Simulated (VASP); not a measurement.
# Si (P6_3/mmc) in VASP: further runs, part 2 of 2

VASP 6.6.1. The steps go on from the part before.

### Step 4. Single point, LDA (c/a of the conventional cell at fixed volume 1.6542)

The input, INCAR:

```
SYSTEM = Si
ALGO = Normal
EDIFF = 1E-6
ENCUT = 520
ISIF = 2
ISMEAR = 0
LASPH = .True.
LCHARG = .False.
LREAL = .False.
LWAVE = .False.
NBANDS = 16
NELM = 60
PREC = Accurate
SIGMA = 0.03
```

The input, KPOINTS:

```
k-points
0
Gamma
  12 12 6
  0 0 0
```

The input, POSCAR:

```
Si
1.0
    3.8016851185      0.0000000000      0.0000000000
   -1.9008425593      3.2923558898      0.0000000000
    0.0000000000      0.0000000000      6.2886938331
Si
4
Direct
    0.3333333333      0.6666666667      0.0821179099
    0.6666666667      0.3333333333      0.5821179099
    0.3333333333      0.6666666667      0.4178820901
    0.6666666667      0.3333333333      0.9178820901
```

Potentials or basis: VASP PAW LDA potentials, release 64 (Si).

On the command line:

```bash
$ cat potpaw_LDA.64/Si/POTCAR > POTCAR
$ mpirun -np 1 vasp_std > vasp.out
```

OUTCAR:

```text
SYSTEM = Si
   EDIFF = 1E-6
   ENCUT = 520
   ISIF = 2
   ISMEAR = 0
   LASPH = .True.
   LREAL = .False.
   NELM = 60
   PREC = Accurate

 ion  position               nearest neighbor table
   1  0.333  0.667  0.082-   3 2.11   4 2.43   4 2.43   4 2.43
   2  0.667  0.333  0.582-   4 2.11   3 2.43   3 2.43   3 2.43
   3  0.333  0.667  0.418-   1 2.11   2 2.43   2 2.43   2 2.43
   4  0.667  0.333  0.918-   2 2.11   1 2.43   1 2.43   1 2.43

  LATTYP: Found a hexagonal cell.
 ALAT       =     3.8016851185
 C/A-ratio  =     1.6541858773

  Lattice vectors:

 A1 = (   3.8016851185,   0.0000000000,   0.0000000000)
 A2 = (  -1.9008425593,   3.2923558898,   0.0000000000)
 A3 = (   0.0000000000,   0.0000000000,   6.2886938331)

Analysis of symmetry for initial positions (statically):
=====================================================================
 Subroutine PRICEL returns:
 Original cell was already a primitive cell.

 Routine SETGRP: Setting up the symmetry group for a
 hexagonal supercell.

 Subroutine GETGRP returns: Found 24 space group operations
 (whereof 12 operations were pure point group operations)
 out of a pool of 24 trial point group operations.

The static configuration has the point symmetry D_3d.
 The point group associated with its full space group is D_6h.

Analysis of symmetry for dynamics (positions and initial velocities):
=====================================================================
 Subroutine PRICEL returns:
 Original cell was already a primitive cell.

 Routine SETGRP: Setting up the symmetry group for a
 hexagonal supercell.

 Subroutine GETGRP returns: Found 24 space group operations
 (whereof 12 operations were pure point group operations)
 out of a pool of 24 trial point group operations.

The dynamic configuration has the point symmetry D_3d.
 The point group associated with its full space group is D_6h.

 Subroutine INISYM returns: Found 24 space group operations
 (whereof 12 operations are pure point group operations),
 and found     1 'primitive' translations

----------------------------------------------------------------------------------------

                                     Primitive cell

  volume of cell :      78.7124

  direct lattice vectors                    reciprocal lattice vectors
     3.801685119  0.000000000  0.000000000     0.263041249  0.151866936  0.000000000
    -1.900842559  3.292355890  0.000000000     0.000000000  0.303733871  0.000000000
     0.000000000  0.000000000  6.288693833     0.000000000  0.000000000  0.159015533

  length of vectors
     3.801685119  3.801685119  6.288693833     0.303733871  0.303733871  0.159015533

  position of ions in fractional coordinates (direct lattice)
     0.333333333  0.666666667  0.082117910
     0.666666667  0.333333333  0.582117910
     0.333333333  0.666666667  0.417882090
     0.666666667  0.333333333  0.917882090

  ion indices of the primitive-cell ions
   primitive index   ion index
                 1           1
                 2           2
                 3           3
                 4           4

----------------------------------------------------------------------------------------

 KPOINTS: k-points

Automatic generation of k-mesh.
 Grid dimensions read from file:
 generate k-points for:   12   12    6

 Generating k-lattice:

  Cartesian coordinates                     Fractional coordinates (reciprocal lattice)
     0.021920104  0.012655578  0.000000000     0.083333333 -0.000000000  0.000000000
     0.000000000  0.025311156  0.000000000     0.000000000  0.083333333  0.000000000
     0.000000000  0.000000000  0.026502589     0.000000000  0.000000000  0.166666667

  Length of vectors
     0.025311156  0.025311156  0.026502589

  Shift w.r.t. Gamma in fractional coordinates (k-lattice)
     0.000000000  0.000000000  0.000000000

 Subroutine IBZKPT returns following result:
 ===========================================

 Found     76 irreducible k-points:

 Following reciprocal coordinates:
            Coordinates               Weight
  0.000000  0.000000  0.000000      1.000000
  0.083333  0.000000  0.000000      6.000000
  0.166667  0.000000  0.000000      6.000000
  0.250000  0.000000  0.000000      6.000000
  0.333333  0.000000  0.000000      6.000000
  0.416667  0.000000  0.000000      6.000000
[... 16 lines left out ...]
  0.250000  0.000000  0.166667     12.000000
  0.333333  0.000000  0.166667     12.000000
 [... further k-points ...]
   k-points           NKPTS =     76   k-points in BZ     NKDIM =     76   number of bands    NBANDS=     16
   number of dos      NEDOS =    301   number of ions     NIONS =      4
   total plane-waves  NPLWV =  37632
   dimension x,y,z NGX =    28 NGY =   28 NGZ =   48
   dimension x,y,z NGXF=    56 NGYF=   56 NGZF=   96
   ions per type =               4
   NGX,Y,Z   is equivalent  to a cutoff of  12.24, 12.24, 12.69 a.u.
   NGXF,Y,Z  is equivalent  to a cutoff of  24.49, 24.49, 25.38 a.u.
 SYSTEM =  Si
   PREC   = accura    normal or accurate (medium, high low for compatibility)
   ISTART =      0    job   : 0-new  1-cont  2-samecut
   ICHARG =      2    charge: 1-file 2-atom 10-const
   ISPIN  =      1    spin polarized calculation?
   LNONCOLLINEAR =      F non collinear calculations
   LSORBIT =      F    spin-orbit coupling
   LASPH  =      T    aspherical Exc in radial PAW
   ENCUT  =  520.0 eV  38.22 Ry    6.18 a.u.   7.07  7.07 11.69*2*pi/ulx,y,z
   NELM   =     60;   NELMIN=  2; NELMDL= -5     # of ELM steps
   EDIFF  = 0.1E-05   stopping-criterion for ELM
   LREAL  =      F    real-space projection
   EDIFFG = 0.1E-04   stopping-criterion for IOM
   NSW    =      0    number of steps for IOM
   IBRION =     -1    ionic relax: 0-MD 1-quasi-New 2-CG
   NFREE  =      0    steps in history (QN), initial steepest desc. (CG)
   ISIF   =      2    stress and relaxation
   ISYM   =      2    0-nonsym 1-usesym 2-fastsym
   POTIM  = 0.5000    time-step for ionic-motion
   TEBEG  =    0.0;   TEEND  =   0.0 temperature during run
   PSTRESS=    0.0 pullay stress
   NELECT =      16.0000    total number of electrons
   NUPDOWN=      -1.0000    fix difference up-down
   EMIN   =  10.00;   EMAX   =-10.00  energy-range for DOS
   EFERMI =   0.00;   METHOD = LEGACY
   ISMEAR =     0;   SIGMA  =   0.03  broadening in eV -4-tet -1-fermi 0-gaus
   EFERMI_NEDOS =   21; number of points for ismear=-14 and -15
   IALGO  =     38    algorithm
   IMIX   =      4    mixing-type and parameters
     AMIX     =   0.40;   BMIX     =  1.00
     AMIX_MAG =   1.60;   BMIX_MAG =  1.00
  volume/ion in A,a.u.               =      19.68       132.79
  Fermi-wavevector in a.u.,A,eV,Ry     =   0.962573  1.818999 12.606436  0.926547
  Thomas-Fermi vector in A             =   2.092044
   LORBIT       =      0    0 simple, 1 ext, 2 COOP (PROOUT), +10 PAW based schemes
   GGA     = CA    functional components
   LHFCALC =     F    Hartree Fock is set to
   AEXX    =    0.0000 exact exchange contribution
   IVDW    =     0    specifies the selected vdW correction
   LEPSILON=     F    determine dielectric tensor
   LRPA    =     F    only Hartree local field effects (RPA)
 non-spin polarized calculation
 Gauss-broadening in eV      SIGMA  =   0.03
  energy-cutoff  :      520.00
  volume of cell :       78.71
 maximum number of plane-waves:      2138
   NGX = 15   NGY = 15   NGZ = 23

 number of electron      15.9999999 magnetization

 Free energy of the ion-electron system (eV)
  ---------------------------------------------------
  ext. energy  EPLUGINS =         0.00000000
  ---------------------------------------------------
  free energy    TOTEN  =       -22.85383544 eV

  energy without entropy =      -22.85344350  energy(sigma->0) =      -22.85363947

 E-fermi :   6.4408     XC(G=0):  -9.6790

 val. band max:        6.4290463334   @ k =   0.0833   0.0000   0.1667
 cond. band min:       6.4632588535   @ k =   0.4167   0.0000   0.3333
 fundamental gap:      0.0342125200
 Fermi energy:         6.4407645787

 k-point     1 :       0.0000    0.0000    0.0000
  band No.  band energies     occupation
      1      -6.2050      2.00000
      2      -3.3189      2.00000
      3      -2.2086      2.00000
      4       4.6214      2.00000
      5       4.8528      2.00000
      6       4.8528      2.00000
[... 8 lines left out ...]
     15      10.8719      0.00000
     16      11.7654      0.00000
[... 420 lines left out ...]
  band No.  band energies     occupation
      1      -4.9111      2.00000
      2      -2.8660      2.00000
      3      -1.2356      2.00000
      4       1.3707      2.00000
      5       1.7538      2.00000
      6       3.6352      2.00000
[... 8 lines left out ...]
     15      13.5145      0.00000
     16      13.5750      0.00000

 [... further k-points ...]
[... 5 lines left out ...]
  --------------------------------------------------------------------------------------
  -------------------------------------------------------------------------------------
  Total       -2.5431504     -2.5431504      8.4766125      0.0000000      0.0000000     -0.0000000
  in kB      -51.7653615    -51.7653615    172.5398997      0.0000000      0.0000000     -0.0000000
  external PRESSURE =      23.0030589 kB  Pullay stress =       0.0000000 kB

 VOLUME and BASIS-vectors are now :
 -----------------------------------------------------------------------------
  energy-cutoff  :      520.00
  volume of cell :       78.71
      direct lattice vectors                 reciprocal lattice vectors
     3.801685119  0.000000000  0.000000000     0.263041249  0.151866936  0.000000000
    -1.900842559  3.292355890  0.000000000     0.000000000  0.303733871  0.000000000
     0.000000000  0.000000000  6.288693833     0.000000000  0.000000000  0.159015533

 POSITION                                       TOTAL-FORCE (eV/Angst)
 -----------------------------------------------------------------------------------
     -0.00000      2.19490      0.51641        -0.000000      0.000000     -4.341817
      1.90084      1.09745      3.66076         0.000000     -0.000000     -4.341817
     -0.00000      2.19490      2.62793        -0.000000      0.000000      4.341817
      1.90084      1.09745      5.77228         0.000000     -0.000000      4.341817
 -----------------------------------------------------------------------------------
    total drift:                               -0.000000      0.000000      0.000000

  FREE ENERGIE OF THE ION-ELECTRON SYSTEM (eV)
  ---------------------------------------------------
  free  energy   TOTEN  =       -22.8538354350 eV

  energy  without entropy=      -22.8534435015  energy(sigma->0) =      -22.85363947
```

OSZICAR:

```text
N       E                     dE             d eps       ncg     rms          rms(c)
DAV:   1     0.256503982269E+02    0.25650E+02   -0.60225E+03  2432   0.822E+02
DAV:   2    -0.214943946665E+02   -0.47145E+02   -0.42820E+02  3336   0.123E+02
DAV:   3    -0.233931717625E+02   -0.18988E+01   -0.18855E+01  3352   0.232E+01
DAV:   4    -0.234170817649E+02   -0.23910E-01   -0.23904E-01  3008   0.334E+00
DAV:   5    -0.234175236239E+02   -0.44186E-03   -0.44184E-03  3400   0.427E-01    0.740E+00
DAV:   6    -0.230230325442E+02    0.39449E+00   -0.16583E-01  2808   0.195E+00    0.439E+00
DAV:   7    -0.228539075493E+02    0.16912E+00   -0.31147E-01  2936   0.269E+00    0.361E-01
DAV:   8    -0.228537941274E+02    0.11342E-03   -0.26573E-02  2840   0.909E-01    0.189E-01
DAV:   9    -0.228538373529E+02   -0.43225E-04   -0.65257E-04  3272   0.153E-01    0.107E-01
DAV:  10    -0.228538363154E+02    0.10375E-05   -0.86224E-05  3056   0.495E-02    0.196E-02
DAV:  11    -0.228538354350E+02    0.88037E-06   -0.90041E-06  3240   0.173E-02
   1 F= -.22853835E+02 E0= -.22853639E+02  d E =-.391934E-03
```

stdout:

```text
POSCAR found type information on POSCAR Si
 POSCAR found :  1 types and       4 ions
 scaLAPACK will be used
 LDA part: xc-table for (Slater(with rela. corr.)+CA(PZ))
 , standard interpolation
 POSCAR, INCAR and KPOINTS ok, starting setup
 FFT: planning ... GRIDC
 FFT: planning ... GRID_SOFT
 FFT: planning ... GRID
 WAVECAR not read
 entering main loop
```

It took 59 s on 1 thread of Intel Xeon 6975P-C, shared host; peak memory 0.19 GiB.

Results:

| Property | Result |
| --- | --- |
| Free energy | -22.8538 eV |
| Pressure | 2.3 GPa |
| Largest force | 4.342 eV/Å |
| Band gap on the k mesh | zero (band 8 reaches 6.93 eV, above the bottom of band 9 at 6.03 eV) |

Forces in eV/Å, atoms in the order of the input:
```
Si   0.000  0.000 -4.342
Si   0.000  0.000 -4.342
Si   0.000  0.000  4.342
Si   0.000  0.000  4.342
```

Caveat: forces of over 1 eV/Å act on the atoms, so gaps and moduli don't describe the material at rest.

### Step 5. Single point, LDA (c/a of the conventional cell at fixed volume 1.7865)

The input, INCAR:

```
ALGO = Normal
EDIFF = 1E-6
ENCUT = 520
GGA = CA
ISIF = 2
ISMEAR = 0
LASPH = True
LCHARG = False
LREAL = False
LWAVE = False
NBANDS = 16
NELM = 80
PREC = Accurate
SIGMA = 0.03
```

The input, KPOINTS:

```
k-points
0
Gamma
  12 12 6
```

The input, POSCAR:

```
Si
1.0
    3.7054125847      0.0000000000      0.0000000000
   -1.8527062924      3.2089814298      0.0000000000
    0.0000000000      0.0000000000      6.6197195825
Si
4
Direct
    0.3333333333      0.6666666667      0.0534951140
    0.6666666667      0.3333333333      0.5534951140
    0.3333333333      0.6666666667      0.4465048860
    0.6666666667      0.3333333333      0.9465048860
```

On the command line:

```bash
$ cat potpaw_LDA.64/Si/POTCAR > POTCAR
$ mpirun -np 1 vasp_std > vasp.out
```

Run time: 68 s. Hardware: 1 thread of Intel Xeon 6975P-C, shared host; peak memory 0.2 GiB.

Results (log left out):

| Item | Value |
| --- | --- |
| Free energy | -23.2760 eV |
| Pressure | 3.1 GPa |
| Largest force | 1.758 eV/Å |
| Band gap on the k mesh | 0.31 eV, indirect (least direct gap 0.59 eV) |

Forces on the atoms (eV/Å):
```
Si   0.000  0.000  1.758
Si   0.000  0.000  1.758
Si   0.000  0.000 -1.758
Si   0.000  0.000 -1.758
```

Stress tensor (GPa, compression positive):
```
  9.96   0.00   0.00
  0.00   9.96   0.00
  0.00   0.00 -10.66
```

Levels at points of the mesh, in eV from the valence-band top:
```
           k point  band 6  band 7  band 8  band 9  band 10  band 11
(0.00, 0.00, 0.00)   -0.47   -0.47    0.00    0.59     1.60     2.29
(0.50, 0.00, 0.00)   -3.15   -2.73   -2.04    0.31     1.89     2.85
(0.00, 0.00, 0.50)   -1.04   -1.04   -1.04    2.16     2.16     2.95
(0.50, 0.00, 0.50)   -2.67   -2.51   -2.51    0.63     0.63     1.06
```

Caveat: forces of over 1 eV/Å act on the atoms, so gaps and moduli don't describe the material at rest. A k mesh can miss the band edges.

### Step 6. Overview

```csv
cell,gap on the mesh (eV),pressure (GPa),largest force (eV/Å)
"a = 3.705, b = 3.705, c = 6.620 Å, angles 90.0, 90.0, 120.0°, 4 atoms",0.31,3.1,1.76
"a = 3.618, b = 3.618, c = 6.943 Å, angles 90.0, 90.0, 120.0°, 4 atoms",0.17,10.7,2.30
"a = 3.802, b = 3.802, c = 6.289 Å, angles 90.0, 90.0, 120.0°, 4 atoms",none,2.3,4.34
```

Some of these runs hold the atoms at other places in the same cell, which the table doesn't show; runs alike in all that it shows share one row.

Alike in all rows: task single point; level LDA; potentials or basis VASP PAW LDA potentials, release 64 (Si); no spin polarisation; k mesh 12 × 12 × 6; cutoff (eV) 520; smearing gaussian 0.03 eV.

Caveats: forces of over 1 eV/Å act on the atoms, so gaps and moduli don't describe the material at rest.

Total energies depend on the potentials used, so only differences within one code and one set of settings carry meaning.
